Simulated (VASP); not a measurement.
# Na2S (Fm-3m) in VASP: notebook

The runs below take Na2S through single point, with r2SCAN, HSE06.

Everything below comes from runs of VASP 6.6.1. Logs are shortened: lines on timing, memory, paths and dates and some standing lists are left out, and cuts for length are marked.

**1. The cell of the first run**

Symmetry: Fm-3m, No. 225, cubic system. Conventional cell: a = 6.511 Å, b = 6.511 Å, c = 6.511 Å, α = 90.00°, β = 90.00°, γ = 90.00°. S (site symmetry m-3m) has 8 Na at 2.82 Å within 3.7 Å. Within 3.7 Å of Na (site symmetry -43m) lie 4 S at 2.82 Å and 6 Na at 3.26 Å.

**2. Single point, r2SCAN**

POSCAR

```
Na2S
1.0
    0.0000000000      3.2554324508      3.2554324508
    3.2554324508      0.0000000000      3.2554324508
    3.2554324508      3.2554324508      0.0000000000
S Na
1 2
Direct
    0.0000000000      0.0000000000      0.0000000000
    0.2500000000      0.2500000000      0.2500000000
    0.7500000000      0.7500000000      0.7500000000
```

INCAR.step1

```
SYSTEM = Na2S
ALGO = Normal
EDIFF = 1E-5
ENCUT = 550
GGA = PE
GGA_COMPAT = .False.
ISMEAR = 0
LASPH = .True.
LCHARG = .False.
LREAL = .False.
LWAVE = .True.
NBANDS = 17
NELM = 120
PREC = Accurate
SIGMA = 0.01
```

INCAR.step2

```
SYSTEM = Na2S
ALGO = Normal
EDIFF = 1E-6
ENCUT = 550
GGA_COMPAT = .False.
ISIF = 2
ISMEAR = 0
ISTART = 1
LASPH = .True.
LCHARG = .False.
LMIXTAU = .True.
LREAL = .False.
LWAVE = .False.
METAGGA = R2SCAN
NBANDS = 17
NELM = 120
PREC = Accurate
SIGMA = 0.01
```

KPOINTS

```
k-points
0
Gamma
  6 6 6
  0 0 0
```

Potentials or basis: VASP PAW PBE potentials, release 64 (S, Na_pv).

Launch:

```
$ cat potpaw_PBE.64/S/POTCAR potpaw_PBE.64/Na_pv/POTCAR > POTCAR
$ cp INCAR.step1 INCAR
$ mpirun -np 1 vasp_std > vasp.out
$ cp INCAR.step2 INCAR
$ mpirun -np 1 vasp_std > vasp.out
```

OUTCAR:

```text
SYSTEM = Na2S
   EDIFF = 1E-6
   ENCUT = 550
   ISIF = 2
   ISMEAR = 0
   ISTART = 1
   LASPH = .True.
   LREAL = .False.
   METAGGA = R2SCAN
   NELM = 120
   PREC = Accurate

 ion  position               nearest neighbor table
   1  0.000  0.000  0.000-
   2  0.250  0.250  0.250-
   3  0.750  0.750  0.750-

  LATTYP: Found a face centered cubic cell.
 ALAT       =     6.5108649016

  Lattice vectors:

 A1 = (   0.0000000000,   3.2554324508,   3.2554324508)
 A2 = (   3.2554324508,   0.0000000000,   3.2554324508)
 A3 = (   3.2554324508,   3.2554324508,   0.0000000000)

Analysis of symmetry for initial positions (statically):
=====================================================================
 Subroutine PRICEL returns:
 Original cell was already a primitive cell.

 Routine SETGRP: Setting up the symmetry group for a
 face centered cubic supercell.

 Subroutine GETGRP returns: Found 48 space group operations
 (whereof 48 operations were pure point group operations)
 out of a pool of 48 trial point group operations.

The static configuration has the point symmetry O_h .

Analysis of symmetry for dynamics (positions and initial velocities):
=====================================================================
 Subroutine PRICEL returns:
 Original cell was already a primitive cell.

 Routine SETGRP: Setting up the symmetry group for a
 face centered cubic supercell.

 Subroutine GETGRP returns: Found 48 space group operations
 (whereof 48 operations were pure point group operations)
 out of a pool of 48 trial point group operations.

The dynamic configuration has the point symmetry O_h .

 Subroutine INISYM returns: Found 48 space group operations
 (whereof 48 operations are pure point group operations),
 and found     1 'primitive' translations

----------------------------------------------------------------------------------------

                                     Primitive cell

  volume of cell :      69.0011

  direct lattice vectors                    reciprocal lattice vectors
     0.000000000  3.255432451  3.255432451    -0.153589426  0.153589426  0.153589426
     3.255432451  0.000000000  3.255432451     0.153589426 -0.153589426  0.153589426
     3.255432451  3.255432451  0.000000000     0.153589426  0.153589426 -0.153589426

  length of vectors
     4.603876723  4.603876723  4.603876723     0.266024689  0.266024689  0.266024689

  position of ions in fractional coordinates (direct lattice)
     0.000000000  0.000000000  0.000000000
     0.250000000  0.250000000  0.250000000
     0.750000000  0.750000000  0.750000000

  ion indices of the primitive-cell ions
   primitive index   ion index
                 1           1
                 2           2
                 3           3

----------------------------------------------------------------------------------------

 KPOINTS: k-points

Automatic generation of k-mesh.
 Grid dimensions read from file:
 generate k-points for:    6    6    6

 Generating k-lattice:

  Cartesian coordinates                     Fractional coordinates (reciprocal lattice)
    -0.025598238  0.025598238  0.025598238     0.166666667  0.000000000  0.000000000
     0.025598238 -0.025598238  0.025598238     0.000000000  0.166666667  0.000000000
     0.025598238  0.025598238 -0.025598238     0.000000000  0.000000000  0.166666667

  Length of vectors
     0.044337448  0.044337448  0.044337448

  Shift w.r.t. Gamma in fractional coordinates (k-lattice)
     0.000000000  0.000000000  0.000000000

 Subroutine IBZKPT returns following result:
 ===========================================

 Found     16 irreducible k-points:

 Following reciprocal coordinates:
            Coordinates               Weight
  0.000000  0.000000  0.000000      1.000000
  0.166667  0.000000  0.000000      8.000000
  0.333333  0.000000  0.000000      8.000000
  0.500000  0.000000  0.000000      4.000000
  0.166667  0.166667  0.000000      6.000000
  0.333333  0.166667  0.000000     24.000000
[... 8 lines left out ...]
 -0.333333  0.333333  0.166667     24.000000
 -0.333333  0.500000  0.166667     12.000000
   k-points           NKPTS =     16   k-points in BZ     NKDIM =     16   number of bands    NBANDS=     17
   number of dos      NEDOS =    301   number of ions     NIONS =      3
   total plane-waves  NPLWV =  46656
   dimension x,y,z NGX =    36 NGY =   36 NGZ =   36
   dimension x,y,z NGXF=    72 NGYF=   72 NGZF=   72
   ions per type =               1   2
   NGX,Y,Z   is equivalent  to a cutoff of  13.00, 13.00, 13.00 a.u.
   NGXF,Y,Z  is equivalent  to a cutoff of  26.00, 26.00, 26.00 a.u.
 SYSTEM =  Na2S
   PREC   = accura    normal or accurate (medium, high low for compatibility)
   ISTART =      1    job   : 0-new  1-cont  2-samecut
   ICHARG =      0    charge: 1-file 2-atom 10-const
   ISPIN  =      1    spin polarized calculation?
   LNONCOLLINEAR =      F non collinear calculations
   LSORBIT =      F    spin-orbit coupling
   LASPH  =      T    aspherical Exc in radial PAW
   ENCUT  =  550.0 eV  40.42 Ry    6.36 a.u.   8.80  8.80  8.80*2*pi/ulx,y,z
   NELM   =    120;   NELMIN=  2; NELMDL=  0     # of ELM steps
   EDIFF  = 0.1E-05   stopping-criterion for ELM
   LREAL  =      F    real-space projection
   EDIFFG = 0.1E-04   stopping-criterion for IOM
   NSW    =      0    number of steps for IOM
   IBRION =     -1    ionic relax: 0-MD 1-quasi-New 2-CG
   NFREE  =      0    steps in history (QN), initial steepest desc. (CG)
   ISIF   =      2    stress and relaxation
   ISYM   =      2    0-nonsym 1-usesym 2-fastsym
   POTIM  = 0.5000    time-step for ionic-motion
   TEBEG  =    0.0;   TEEND  =   0.0 temperature during run
   PSTRESS=    0.0 pullay stress
   NELECT =      20.0000    total number of electrons
   NUPDOWN=      -1.0000    fix difference up-down
   EMIN   =  10.00;   EMAX   =-10.00  energy-range for DOS
   EFERMI =   0.00;   METHOD = LEGACY
   ISMEAR =     0;   SIGMA  =   0.01  broadening in eV -4-tet -1-fermi 0-gaus
   EFERMI_NEDOS =   21; number of points for ismear=-14 and -15
   IALGO  =     38    algorithm
   IMIX   =      4    mixing-type and parameters
     AMIX     =   0.40;   BMIX     =  1.00
     AMIX_MAG =   1.60;   BMIX_MAG =  1.00
  volume/ion in A,a.u.               =      23.00       155.21
  Fermi-wavevector in a.u.,A,eV,Ry     =   1.083427  2.047379 15.970697  1.173813
  Thomas-Fermi vector in A             =   2.219492
   LORBIT       =      0    0 simple, 1 ext, 2 COOP (PROOUT), +10 PAW based schemes
   METAGGA = R2SCAN    functional components
   LHFCALC =     F    Hartree Fock is set to
   AEXX    =    0.0000 exact exchange contribution
   IVDW    =     0    specifies the selected vdW correction
   LEPSILON=     F    determine dielectric tensor
   LRPA    =     F    only Hartree local field effects (RPA)
 non-spin polarized calculation
 Gauss-broadening in eV      SIGMA  =   0.01
  energy-cutoff  :      550.00
  volume of cell :       69.00
 maximum number of plane-waves:      2085
   NGX = 17   NGY = 17   NGZ = 17

 number of electron      19.9999984 magnetization

 Free energy of the ion-electron system (eV)
  ---------------------------------------------------
  ext. energy  EPLUGINS =         0.00000000
  ---------------------------------------------------
  free energy    TOTEN  =       -18.96727407 eV

  energy without entropy =      -18.96727407  energy(sigma->0) =      -18.96727407

 E-fermi :  -0.0314     XC(G=0):  -8.3203

 val. band max:       -0.0737026973   @ k =   0.0000   0.0000   0.0000
 cond. band min:       3.0389794054   @ k =   0.0000   0.0000   0.0000
 fundamental gap:      3.1126821027
 Fermi energy:        -0.0314484949

 k-point     1 :       0.0000    0.0000    0.0000
  band No.  band energies     occupation
      1     -23.0972      2.00000
      2     -23.0972      2.00000
      3     -23.0972      2.00000
      4     -23.0451      2.00000
      5     -23.0451      2.00000
      6     -23.0451      2.00000
[... 9 lines left out ...]
     16       9.7861      0.00000
     17      11.8644      0.00000

 k-point     2 :       0.1667    0.0000    0.0000
  band No.  band energies     occupation
      1     -23.0951      2.00000
      2     -23.0940      2.00000
      3     -23.0940      2.00000
      4     -23.0506      2.00000
      5     -23.0488      2.00000
      6     -23.0488      2.00000
[... 9 lines left out ...]
     16       9.3914      0.00000
     17      11.2056      0.00000

 k-point     3 :       0.3333    0.0000    0.0000
  band No.  band energies     occupation
      1     -23.0888      2.00000
      2     -23.0849      2.00000
      3     -23.0849      2.00000
      4     -23.0635      2.00000
      5     -23.0588      2.00000
      6     -23.0588      2.00000
[... 9 lines left out ...]
     16      10.3911      0.00000
     17      11.1389      0.00000

 k-point     4 :       0.5000    0.0000    0.0000
  band No.  band energies     occupation
      1     -23.0810      2.00000
      2     -23.0746      2.00000
      3     -23.0731      2.00000
      4     -23.0731      2.00000
      5     -23.0711      2.00000
      6     -23.0711      2.00000
[... 9 lines left out ...]
     16      12.0058      0.00000
     17      12.2143      0.00000

 k-point     5 :       0.1667    0.1667    0.0000
  band No.  band energies     occupation
      1     -23.1001      2.00000
      2     -23.1001      2.00000
      3     -23.0808      2.00000
      4     -23.0651      2.00000
      5     -23.0433      2.00000
      6     -23.0433      2.00000
[... 9 lines left out ...]
     16      10.1702      0.00000
     17      12.4702      0.00000

 k-point     6 :       0.3333    0.1667    0.0000
  band No.  band energies     occupation
      1     -23.0999      2.00000
      2     -23.0988      2.00000
      3     -23.0834      2.00000
      4     -23.0655      2.00000
      5     -23.0464      2.00000
      6     -23.0456      2.00000
[... 9 lines left out ...]
     16      10.9504      0.00000
     17      11.9656      0.00000

 k-point     7 :       0.5000    0.1667    0.0000
  band No.  band energies     occupation
      1     -23.0994      2.00000
      2     -23.0922      2.00000
      3     -23.0901      2.00000
      4     -23.0572      2.00000
      5     -23.0547      2.00000
      6     -23.0516      2.00000
[... 9 lines left out ...]
     16      12.0560      0.00000
     17      12.7422      0.00000

 k-point     8 :      -0.3333    0.1667    0.0000
  band No.  band energies     occupation
      1     -23.1053      2.00000
      2     -23.0806      2.00000
      3     -23.0762      2.00000
      4     -23.0709      2.00000
      5     -23.0680      2.00000
      6     -23.0428      2.00000
[... 9 lines left out ...]
     16      11.6831      0.00000
     17      12.3884      0.00000

 k-point     9 :      -0.1667    0.1667    0.0000
  band No.  band energies     occupation
      1     -23.1033      2.00000
      2     -23.0844      2.00000
      3     -23.0823      2.00000
      4     -23.0644      2.00000
      5     -23.0609      2.00000
      6     -23.0415      2.00000
[... 9 lines left out ...]
     16      10.6878      0.00000
     17      12.0039      0.00000

 k-point    10 :       0.3333    0.3333    0.0000
  band No.  band energies     occupation
      1     -23.1058      2.00000
      2     -23.1058      2.00000
      3     -23.1047      2.00000
      4     -23.0478      2.00000
      5     -23.0396      2.00000
      6     -23.0396      2.00000
[... 9 lines left out ...]
     16      11.2910      0.00000
     17      13.5050      0.00000

 k-point    11 :       0.5000    0.3333    0.0000
  band No.  band energies     occupation
      1     -23.1175      2.00000
      2     -23.1045      2.00000
      3     -23.1036      2.00000
      4     -23.0430      2.00000
      5     -23.0423      2.00000
      6     -23.0366      2.00000
[... 9 lines left out ...]
     16      12.3928      0.00000
     17      12.8014      0.00000

 k-point    12 :      -0.3333    0.3333    0.0000
  band No.  band energies     occupation
      1     -23.1173      2.00000
      2     -23.0958      2.00000
      3     -23.0927      2.00000
      4     -23.0548      2.00000
      5     -23.0526      2.00000
      6     -23.0346      2.00000
[... 9 lines left out ...]
     16      10.7636      0.00000
     17      13.9529      0.00000

 k-point    13 :       0.5000    0.5000    0.0000
  band No.  band energies     occupation
      1     -23.1244      2.00000
      2     -23.1087      2.00000
      3     -23.1087      2.00000
      4     -23.0378      2.00000
      5     -23.0378      2.00000
      6     -23.0313      2.00000
[... 9 lines left out ...]
     16      12.5155      0.00000
     17      12.5554      0.00000

 k-point    14 :       0.5000    0.3333    0.1667
  band No.  band energies     occupation
      1     -23.1101      2.00000
      2     -23.1008      2.00000
      3     -23.0885      2.00000
      4     -23.0579      2.00000
      5     -23.0498      2.00000
      6     -23.0379      2.00000
[... 9 lines left out ...]
     16      11.8210      0.00000
     17      12.7531      0.00000

 k-point    15 :      -0.3333    0.3333    0.1667
  band No.  band energies     occupation
      1     -23.1136      2.00000
      2     -23.1079      2.00000
      3     -23.0736      2.00000
      4     -23.0734      2.00000
      5     -23.0402      2.00000
      6     -23.0391      2.00000
[... 9 lines left out ...]
     16      11.3332      0.00000
     17      12.7205      0.00000

 k-point    16 :      -0.3333    0.5000    0.1667
  band No.  band energies     occupation
      1     -23.1213      2.00000
      2     -23.1118      2.00000
      3     -23.0910      2.00000
      4     -23.0556      2.00000
      5     -23.0362      2.00000
      6     -23.0329      2.00000
[... 9 lines left out ...]
     16      11.9287      0.00000
     17      12.6246      0.00000

------------------------ aborting loop because EDIFF is reached ----------------------------------------

  FORCE on cell =-STRESS in cart. coord.  units (eV):
  Direction    XX          YY          ZZ          XY          YZ          ZX
  --------------------------------------------------------------------------------------
  -------------------------------------------------------------------------------------
  Total       -0.0292081     -0.0292081     -0.0292081     -0.0000000     -0.0000000     -0.0000000
  in kB       -0.6781993     -0.6781993     -0.6781993     -0.0000000     -0.0000000     -0.0000000
  external PRESSURE =      -0.6781993 kB  Pullay stress =       0.0000000 kB

 VOLUME and BASIS-vectors are now :
 -----------------------------------------------------------------------------
  energy-cutoff  :      550.00
  volume of cell :       69.00
      direct lattice vectors                 reciprocal lattice vectors
     0.000000000  3.255432451  3.255432451    -0.153589426  0.153589426  0.153589426
     3.255432451  0.000000000  3.255432451     0.153589426 -0.153589426  0.153589426
     3.255432451  3.255432451  0.000000000     0.153589426  0.153589426 -0.153589426

 POSITION                                       TOTAL-FORCE (eV/Angst)
 -----------------------------------------------------------------------------------
      0.00000      0.00000      0.00000        -0.000000      0.000000      0.000000
      1.62772      1.62772      1.62772        -0.000000     -0.000000     -0.000000
      4.88315      4.88315      4.88315         0.000000      0.000000      0.000000
 -----------------------------------------------------------------------------------
    total drift:                                0.000000      0.000000      0.000000

  FREE ENERGIE OF THE ION-ELECTRON SYSTEM (eV)
  ---------------------------------------------------
  free  energy   TOTEN  =       -18.9672740681 eV

  energy  without entropy=      -18.9672740681  energy(sigma->0) =      -18.96727407
```

Wall time 44 s (1 thread of Intel Xeon 6975P-C (Granite Rapids), shared host); peak memory 0.2 GiB.

Results:

| Quantity | Value |
| --- | --- |
| Free energy | -18.9673 eV |
| Pressure | -0.1 GPa |
| Band gap on the k mesh | 3.11 eV |

Caveat: the structure was generated, so it needn't be the stable form of Na2S; the PAW data sets were made with another functional, which shifts forces and pressure a little.

**3. Single point, HSE06**

POSCAR is that of step 2.

INCAR.step1

```
SYSTEM = Na2S
ALGO = Normal ; EDIFF = 1E-5
ENCUT = 400 ; GGA = PE
GGA_COMPAT = .False. ; ISIF = 2
ISMEAR = 0 ; LASPH = .True.
LCHARG = .False. ; LREAL = .False.
LWAVE = .True. ; NBANDS = 17
NELM = 120 ; PREC = Accurate
SIGMA = 0.01
```

INCAR.step2

```
SYSTEM = Na2S
ALGO = Normal ; EDIFF = 1E-6
ENCUT = 400 ; GGA = PE
GGA_COMPAT = .False. ; HFSCREEN = 0.2079
ISIF = 2 ; ISMEAR = 0
ISTART = 1 ; LASPH = .True.
LCHARG = .False. ; LHFCALC = .True.
LREAL = .False. ; LWAVE = .False.
NBANDS = 17 ; NELM = 120
PREC = Accurate ; PRECFOCK = Normal
SIGMA = 0.01
```

KPOINTS

```
k-points
0
Gamma
  4 4 4
  0 0 0
```

Potentials or basis: VASP PAW PBE potentials, release 64 (S, Na_pv).

Launch:

```
$ cat potpaw_PBE.64/S/POTCAR potpaw_PBE.64/Na_pv/POTCAR > POTCAR
$ cp INCAR.step1 INCAR
$ mpirun -np 1 vasp_std > vasp.out
$ cp INCAR.step2 INCAR
$ mpirun -np 1 vasp_std > vasp.out
```

It took 2.4 min on 1 thread of Intel Xeon 6975P-C (Granite Rapids), shared host; peak memory 0.26 GiB.

Results (log left out):

```yaml
Free_energy: -11.5008 eV
Pressure: 0.0 GPa
Band_gap_on_the_k_mesh: 3.52 eV
```

Levels at points of the mesh, in eV from the valence-band top:
```tsv
k point	band 8	band 9	band 10	band 11	band 12	band 13
(0.00, 0.00, 0.00)	0.00	0.00	0.00	3.52	8.96	8.96
(0.50, 0.00, 0.00)	-1.78	-0.15	-0.15	5.95	7.60	8.29
(0.50, 0.50, 0.00)	-1.59	-0.51	-0.51	4.78	7.18	9.92
```

Caveat: the structure was generated, so it needn't be the stable form of Na2S; the PAW data sets were made with another functional, which shifts forces and pressure a little.

(Part 1 of 2 ends here.)
